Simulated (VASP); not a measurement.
# NiO (R-3m) in VASP: single point with PBE+U

Aim: the single point of NiO with PBE+U.

Program: VASP 6.6.1. These are calculated values, not measurements. Logs are shortened: lines on timing, memory, paths and dates and some standing lists are left out, and cuts for length are marked.

### 1 The cell of the first run

The typed cell holds 4 atoms: a = 5.226 Å, b = 5.226 Å, c = 5.226 Å, α = 33.57°, β = 33.57°, γ = 33.57°.

### 2 Single point, PBE+U, collinear spin, antiferromagnetic start

File INCAR:

```
SYSTEM = NiO
  PREC = Accurate
  ENCUT = 1340
  EDIFF = 1E-6
  ISMEAR = 0
  SIGMA = 0.05
  LREAL = .FALSE.
  LASPH = .TRUE.
  NELM = 200
  ALGO = Normal
  ISIF = 2
  LWAVE = .FALSE.
  LCHARG = .FALSE.
  ISPIN = 2
  MAGMOM = 2 -2 0 0
  LORBIT = 11
  LMAXMIX = 4
  LDAU = .TRUE.
  LDAUTYPE = 2
  LDAUL = 2 -1
  LDAUU = 6.2 0
  LDAUJ = 0 0
  LDAUPRINT = 1
  GGA = PE
  NBANDS = 36
  GGA_COMPAT = .FALSE.
```

File KPOINTS:

```
regular mesh
0
G
  5 5 5
  0 0 0
```

File POSCAR:

```
NiO
1.0
    0.0000000000      1.7424802814      4.9268273820
   -1.5090321892     -0.8712401406      4.9268273820
    1.5090321892     -0.8712401406      4.9268273820
Ni O
2 2
Direct
    0.5000000000     -0.5000000000      0.5000000000
    1.0000000000      0.0000000000      1.0000000000
    0.2500000000      0.2500000000      0.2500000000
    0.7500000000      0.7500000000      0.7500000000
```

Potentials or basis: VASP PAW PBE potentials, release 64 (Ni_sv_GW, O_h).

On the command line:

```console
cat potpaw_PBE.64/Ni_sv_GW/POTCAR potpaw_PBE.64/O_h/POTCAR > POTCAR
mpirun -np 1 vasp_std > vasp.out
```

OUTCAR:

```text
SYSTEM = NiO
   PREC = Accurate
   ENCUT = 1340
   EDIFF = 1E-6
   ISMEAR = 0
   LREAL = .FALSE.
   LASPH = .TRUE.
   NELM = 200
   ISIF = 2
   ISPIN = 2
   LORBIT = 11
   GGA = PE

 ion  position               nearest neighbor table
   1  0.500  0.500  0.500-
   2  0.000  0.000  0.000-
   3  0.250  0.250  0.250-
   4  0.750  0.750  0.750-

  LATTYP: Found a trigonal (rhomboedric) cell.
 ALAT       =     5.2258841915
 COS(alpha) =     0.8332340274

  Lattice vectors:

 A1 = (   0.0000000000,   1.7424802814,   4.9268273820)
 A2 = (  -1.5090321892,  -0.8712401406,   4.9268273820)
 A3 = (   1.5090321892,  -0.8712401406,   4.9268273820)

Analysis of symmetry for initial positions (statically):
=====================================================================
 Subroutine PRICEL returns following result:

  LATTYP: Found a trigonal (rhomboedric) cell.
 ALAT       =     3.0173903532
 COS(alpha) =     0.4997765949
[... 12 lines left out ...]
 Subroutine GETGRP returns: Found 12 space group operations
 (whereof 12 operations were pure point group operations)
 out of a pool of 12 trial point group operations.

The static configuration has the point symmetry D_3d.

Analysis of symmetry for dynamics (positions and initial velocities):
=====================================================================
 Subroutine PRICEL returns following result:

  LATTYP: Found a trigonal (rhomboedric) cell.
 ALAT       =     3.0173903532
 COS(alpha) =     0.4997765949
[... 12 lines left out ...]
 Subroutine GETGRP returns: Found 12 space group operations
 (whereof 12 operations were pure point group operations)
 out of a pool of 12 trial point group operations.

The dynamic configuration has the point symmetry D_3d.

Analysis of structural, dynamic, and magnetic symmetry:
=====================================================================
 Subroutine PRICEL returns following result:

  LATTYP: Found a trigonal (rhomboedric) cell.
 ALAT       =     3.0173903532
 COS(alpha) =     0.4997765949
[... 12 lines left out ...]
 Subroutine GETGRP returns: Found 12 space group operations
 (whereof 12 operations were pure point group operations)
 out of a pool of 12 trial point group operations.

The overall configuration has the point symmetry D_3d.

 Subroutine INISYM returns: Found 12 space group operations
 (whereof 12 operations are pure point group operations),
 and found     2 'primitive' translations

----------------------------------------------------------------------------------------

                                     Primitive cell

  volume of cell :      19.4323

  direct lattice vectors                    reciprocal lattice vectors
    -1.509032189  0.871240141  2.463413691    -0.331338194  0.191298195  0.135313583
     0.000000000 -1.742480281  2.463413691    -0.000000000 -0.382596391  0.135313583
     1.509032189  0.871240141  2.463413691     0.331338194  0.191298195  0.135313583

  length of vectors
     3.017390353  3.017390353  3.017390353     0.405819866  0.405819866  0.405819866

  position of ions in fractional coordinates (direct lattice)
     0.000000000  1.000000000  0.000000000
     0.500000000  0.500000000  0.500000000

  ion indices of the primitive-cell ions
   primitive index   ion index
                 1           1
                 2           3

----------------------------------------------------------------------------------------

[... 84 lines left out ...]
  volume/ion in A,a.u.               =       9.72        65.57
  Fermi-wavevector in a.u.,A,eV,Ry     =   1.756455  3.319218 41.975777  3.085133
  Thomas-Fermi vector in A             =   2.826001
   LORBIT       =     11    0 simple, 1 ext, 2 COOP (PROOUT), +10 PAW based schemes
 LDA+U is selected, type is set to LDAUTYPE =  2
   angular momentum for each species LDAUL =     2   -1
   U (eV)           for each species LDAUU =   6.2  0.0
   J (eV)           for each species LDAUJ =   0.0  0.0
   GGA     = PE    functional components
   LHFCALC =     F    Hartree Fock is set to
   AEXX    =    0.0000 exact exchange contribution
   IVDW    =     0    specifies the selected vdW correction
   LEPSILON=     F    determine dielectric tensor
   LRPA    =     F    only Hartree local field effects (RPA)
 spin polarized calculation
 Gauss-broadening in eV      SIGMA  =   0.05
  energy-cutoff  :     1340.00
  volume of cell :       38.86
 maximum number of plane-waves:      4351
 NGX is ok and might be reduce to    64
   NGX = 31   NGY = 31   NGZ = 31

 number of electron      48.0000002 magnetization      -0.0000000

atom =   1  type =  1  l = 2

 onsite density matrix

spin component  1

  0.9470 -0.0000  0.0000 -0.0118 -0.0000
 -0.0000  0.9554  0.0000 -0.0000 -0.0118
  0.0000  0.0000  0.9386 -0.0000  0.0000
 -0.0118 -0.0000 -0.0000  0.9554  0.0000
 -0.0000 -0.0118  0.0000  0.0000  0.9470

spin component  2

  0.6538 -0.0000  0.0000  0.3916  0.0000
 -0.0000  0.3774  0.0000  0.0000  0.3916
  0.0000  0.0000  0.9309  0.0000  0.0000
  0.3916  0.0000  0.0000  0.3774  0.0000
  0.0000  0.3916  0.0000  0.0000  0.6538

 occupancies and eigenvectors

  o =  0.1003  v =  0.0000  0.0000  0.0000  0.0000  0.0000  0.5776  0.0000 -0.0000 -0.8163 -0.0000      0.0000  0.0000  0.0000  0.0000  0.0000  0.0000  0.0000  0.0000  0.0000  0.0000
  o =  0.1003  v =  0.0000  0.0000  0.0000  0.0000  0.0000  0.0000 -0.8163  0.0000 -0.0000  0.5776      0.0000  0.0000  0.0000  0.0000  0.0000  0.0000  0.0000  0.0000  0.0000  0.0000
  o =  0.9309  v =  0.0000  0.0000  0.0000  0.0000  0.0000  0.0000 -0.5776  0.0000  0.0000 -0.8163      0.0000  0.0000  0.0000  0.0000  0.0000  0.0000  0.0000  0.0000  0.0000  0.0000
  o =  0.9309  v =  0.0000  0.0000  0.0000  0.0000  0.0000  0.8163  0.0000 -0.0000  0.5776  0.0000      0.0000  0.0000  0.0000  0.0000  0.0000  0.0000  0.0000  0.0000  0.0000  0.0000
  o =  0.9309  v =  0.0000  0.0000  0.0000  0.0000  0.0000  0.0000  0.0000  1.0000  0.0000  0.0000      0.0000  0.0000  0.0000  0.0000  0.0000  0.0000  0.0000  0.0000  0.0000  0.0000
  o =  0.9386  v =  0.0000  0.0000 -1.0000  0.0000  0.0000  0.0000  0.0000  0.0000  0.0000  0.0000      0.0000  0.0000  0.0000  0.0000  0.0000  0.0000  0.0000  0.0000  0.0000  0.0000
  o =  0.9387  v =  0.0000 -0.5762 -0.0000  0.0000 -0.8173  0.0000  0.0000  0.0000  0.0000  0.0000      0.0000  0.0000  0.0000  0.0000  0.0000  0.0000  0.0000  0.0000  0.0000  0.0000
  o =  0.9387  v =  0.8173  0.0000  0.0000  0.5762  0.0000  0.0000  0.0000  0.0000  0.0000  0.0000      0.0000  0.0000  0.0000  0.0000  0.0000  0.0000  0.0000  0.0000  0.0000  0.0000
  o =  0.9637  v = -0.5762 -0.0000  0.0000  0.8173  0.0000  0.0000  0.0000  0.0000  0.0000  0.0000      0.0000  0.0000  0.0000  0.0000  0.0000  0.0000  0.0000  0.0000  0.0000  0.0000
  o =  0.9637  v =  0.0000 -0.8173  0.0000 -0.0000  0.5762  0.0000  0.0000  0.0000  0.0000  0.0000      0.0000  0.0000  0.0000  0.0000  0.0000  0.0000  0.0000  0.0000  0.0000  0.0000

atom =   2  type =  1  l = 2

 onsite density matrix

spin component  1

  0.6538 -0.0000  0.0000  0.3916 -0.0000
 -0.0000  0.3774  0.0000  0.0000  0.3916
  0.0000  0.0000  0.9309  0.0000  0.0000
  0.3916  0.0000  0.0000  0.3774  0.0000
 -0.0000  0.3916  0.0000  0.0000  0.6538

spin component  2

  0.9470 -0.0000  0.0000 -0.0118 -0.0000
 -0.0000  0.9554  0.0000 -0.0000 -0.0118
  0.0000  0.0000  0.9386 -0.0000  0.0000
 -0.0118 -0.0000 -0.0000  0.9554  0.0000
 -0.0000 -0.0118  0.0000  0.0000  0.9470

 occupancies and eigenvectors

  o =  0.1003  v =  0.5776  0.0000 -0.0000 -0.8163  0.0000  0.0000  0.0000  0.0000  0.0000  0.0000      0.0000  0.0000  0.0000  0.0000  0.0000  0.0000  0.0000  0.0000  0.0000  0.0000
  o =  0.1003  v =  0.0000 -0.8163  0.0000  0.0000  0.5776  0.0000  0.0000  0.0000  0.0000  0.0000      0.0000  0.0000  0.0000  0.0000  0.0000  0.0000  0.0000  0.0000  0.0000  0.0000
  o =  0.9309  v =  0.0000 -0.5776  0.0000  0.0000 -0.8163  0.0000  0.0000  0.0000  0.0000  0.0000      0.0000  0.0000  0.0000  0.0000  0.0000  0.0000  0.0000  0.0000  0.0000  0.0000
  o =  0.9309  v = -0.8163  0.0000 -0.0000 -0.5776  0.0000  0.0000  0.0000  0.0000  0.0000  0.0000      0.0000  0.0000  0.0000  0.0000  0.0000  0.0000  0.0000  0.0000  0.0000  0.0000
  o =  0.9309  v =  0.0000 -0.0000 -1.0000  0.0000 -0.0000  0.0000  0.0000  0.0000  0.0000  0.0000      0.0000  0.0000  0.0000  0.0000  0.0000  0.0000  0.0000  0.0000  0.0000  0.0000
  o =  0.9386  v =  0.0000  0.0000  0.0000  0.0000  0.0000 -0.0000 -0.0000  1.0000 -0.0000 -0.0000      0.0000  0.0000  0.0000  0.0000  0.0000  0.0000  0.0000  0.0000  0.0000  0.0000
  o =  0.9387  v =  0.0000  0.0000  0.0000  0.0000  0.0000 -0.0000  0.5762  0.0000 -0.0000  0.8173      0.0000  0.0000  0.0000  0.0000  0.0000  0.0000  0.0000  0.0000  0.0000  0.0000
  o =  0.9387  v =  0.0000  0.0000  0.0000  0.0000  0.0000 -0.8173 -0.0000 -0.0000 -0.5762 -0.0000      0.0000  0.0000  0.0000  0.0000  0.0000  0.0000  0.0000  0.0000  0.0000  0.0000
  o =  0.9637  v =  0.0000  0.0000  0.0000  0.0000  0.0000  0.5762 -0.0000  0.0000 -0.8173  0.0000      0.0000  0.0000  0.0000  0.0000  0.0000  0.0000  0.0000  0.0000  0.0000  0.0000
  o =  0.9637  v =  0.0000  0.0000  0.0000  0.0000  0.0000  0.0000  0.8173 -0.0000 -0.0000 -0.5762      0.0000  0.0000  0.0000  0.0000  0.0000  0.0000  0.0000  0.0000  0.0000  0.0000

 number of electron      48.0000002 magnetization       0.0000000

 Free energy of the ion-electron system (eV)
  ---------------------------------------------------
  ext. energy  EPLUGINS =         0.00000000
  ---------------------------------------------------
  free energy    TOTEN  =       -20.65909936 eV

  energy without entropy =      -20.65909936  energy(sigma->0) =      -20.65909936

 E-fermi :   5.6236     XC(G=0): -12.6190

 val. band max:        5.2128942539   @ k =   0.4000   0.4000   0.4000
 cond. band min:       7.9813940547   @ k =   0.0000   0.0000   0.0000
 fundamental gap:      2.7684998008
 Fermi energy:         5.6235670946

 spin component 1

 k-point     1 :       0.0000    0.0000    0.0000
  band No.  band energies     occupation
      1     -98.0967      1.00000
      2     -95.8488      1.00000
      3     -58.4840      1.00000
      4     -58.4758      1.00000
      5     -58.4758      1.00000
      6     -56.2911      1.00000
[... 730 lines left out ...]
     35      23.3674      0.00000
     36      26.2813      0.00000
 Fermi energy:         5.6235670946

 spin component 2

 k-point     1 :       0.0000    0.0000    0.0000
  band No.  band energies     occupation
      1     -98.0967      1.00000
      2     -95.8488      1.00000
      3     -58.4840      1.00000
      4     -58.4758      1.00000
      5     -58.4758      1.00000
      6     -56.2911      1.00000
[... 730 lines left out ...]
     35      23.3674      0.00000
     36      26.2811      0.00000

------------------------ aborting loop because EDIFF is reached ----------------------------------------

  FORCE on cell =-STRESS in cart. coord.  units (eV):
  Direction    XX          YY          ZZ          XY          YZ          ZX
  --------------------------------------------------------------------------------------
  -------------------------------------------------------------------------------------
  Total       -0.8050025     -0.8050025     -0.8634278      0.0000000     -0.0000000      0.0000000
  in kB      -33.1858417    -33.1858417    -35.5943962      0.0000000     -0.0000000      0.0000000
  external PRESSURE =     -33.9886932 kB  Pullay stress =       0.0000000 kB

 VOLUME and BASIS-vectors are now :
 -----------------------------------------------------------------------------
  energy-cutoff  :     1340.00
  volume of cell :       38.86
      direct lattice vectors                 reciprocal lattice vectors
     0.000000000  1.742480281  4.926827382     0.000000000  0.382596391  0.067656792
    -1.509032189 -0.871240141  4.926827382    -0.331338194 -0.191298195  0.067656792
     1.509032189 -0.871240141  4.926827382     0.331338194 -0.191298195  0.067656792

 POSITION                                       TOTAL-FORCE (eV/Angst)
 -----------------------------------------------------------------------------------
      0.00000      0.00000      7.39024         0.000000      0.000000     -0.000000
      0.00000      0.00000      0.00000        -0.000000     -0.000000      0.000000
      0.00000      0.00000      3.69512         0.000000      0.000000     -0.000000
      0.00000      0.00000     11.08536        -0.000000     -0.000000     -0.000000
 -----------------------------------------------------------------------------------
    total drift:                                0.000000      0.000000     -0.000000

  FREE ENERGIE OF THE ION-ELECTRON SYSTEM (eV)
  ---------------------------------------------------
  free  energy   TOTEN  =       -20.6590993622 eV

  energy  without entropy=      -20.6590993622  energy(sigma->0) =      -20.65909936

 total charge

# of ion       s       p       d       f       tot
--------------------------------------------------
    1        2.152   6.198   7.712   0.008  16.070
    2        2.152   6.198   7.712   0.008  16.070
    3        1.034   2.314   0.000   0.000   3.348
    4        1.034   2.314   0.000   0.000   3.348
--------------------------------------------------
tot          6.372  17.024  15.423   0.016  38.836

 magnetization (x)

# of ion       s       p       d       f       tot
--------------------------------------------------
    1        0.002  -0.001   1.747   0.001   1.749
    2       -0.002   0.001  -1.747  -0.001  -1.749
    3        0.000   0.000   0.000   0.000   0.000
    4        0.000   0.000   0.000   0.000   0.000
--------------------------------------------------
tot          0.000   0.000   0.000   0.000   0.000
```

It took 15 min on 1 thread of Intel Xeon Platinum 8259CL at 2.50GHz (Skylake/Cascade Lake), shared host; peak memory 0.85 GiB.

Results:

| Item | Value |
| --- | --- |
| Free energy | -20.6591 eV |
| Pressure | -3.4 GPa |
| Band gap on the k mesh | 2.77 eV |
| Net moment | 0.00 μB per cell |
| Site moments | Ni +1.75, -1.75; O +0.00 μB |
| Valence electrons inside the program's atomic spheres | Ni 16.07; O 3.35 |

Stress tensor (GPa, compression positive):
```
-3.32  0.00  0.00
 0.00 -3.32  0.00
 0.00  0.00 -3.56
```

Levels at points of the mesh, in eV from the valence-band top:
Spin up:
| k point | band 20 | band 21 | band 22 | band 23 | band 24 | band 25 | band 26 | band 27 | band 28 | band 29 |
| --- | --- | --- | --- | --- | --- | --- | --- | --- | --- | --- |
| (0.00, 0.00, 0.00) | -0.78 | -0.78 | -0.77 | -0.62 | -0.62 | 2.77 | 4.68 | 4.68 | 6.89 | 11.10 |
Spin down:
| k point | band 21 | band 22 | band 23 | band 24 | band 25 | band 26 | band 27 | band 28 |
| --- | --- | --- | --- | --- | --- | --- | --- | --- |
| (0.00, 0.00, 0.00) | -0.78 | -0.77 | -0.62 | -0.62 | 2.77 | 4.68 | 4.68 | 6.89 |

Eigenvalues of the final occupation matrices:
```csv
site,spin,trace,eigenvalues
site 1 d,1,4.74,0.94 0.94 0.94 0.96 0.96
site 1 d,2,2.99,0.10 0.10 0.93 0.93 0.93
site 2 d,1,2.99,0.10 0.10 0.93 0.93 0.93
site 2 d,2,4.74,0.94 0.94 0.94 0.96 0.96
```

Caveat: the k points lie up to 0.49 Å⁻¹ apart.
